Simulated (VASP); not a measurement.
Crystal: Sr.

```xyz
1
Lattice="0.0000 3.0423 3.0423 3.0423 0.0000 3.0423 3.0423 3.0423 0.0000" Properties=species:S:1:pos:R:3 pbc="T T T"
Sr    0.0000    0.0000    0.0000
```

| Property | Result |
| --- | --- |
| Program | VASP 6.6.1 |
| Task | relaxation of volume and atoms at fixed shape |
| Functional | PBEsol |
| Potentials or basis | VASP PAW PBE potentials, release 64 (Sr_sv) |
| Cutoff | 600 eV |
| k mesh | 6 × 6 × 6 |
| Occupations | fermi-dirac, width 0.05 eV |
| Spin | no spin polarisation |

At the start: pressure -0.9 GPa; volume 56.32 Å³/atom.

Q: Where does the relaxation end?

A: Over 3 steps the energy falls by 11.5 meV/atom and the volume is 52.06 Å³/atom (-7.6 %); space group Fm-3m (No. 225, to 0.05 Å).

Step by step:
```tsv
step	energy change (eV)	largest force (eV/Å)	pressure (GPa)	volume (Å³)
1	0.0000	0.0000	-0.85	56.32
2	-0.0094	0.0000	-0.39	53.91
3	-0.0115	0.0000	0.04	52.06
```

Final structure:
```
CELL_PARAMETERS angstrom
0.00000 2.96355 2.96355
2.96355 0.00000 2.96355
2.96355 2.96355 0.00000
ATOMIC_POSITIONS crystal
Sr 0.00000 0.00000 0.00000
```

Caveat: the PAW data sets were made with another functional, which shifts forces and pressure a little.
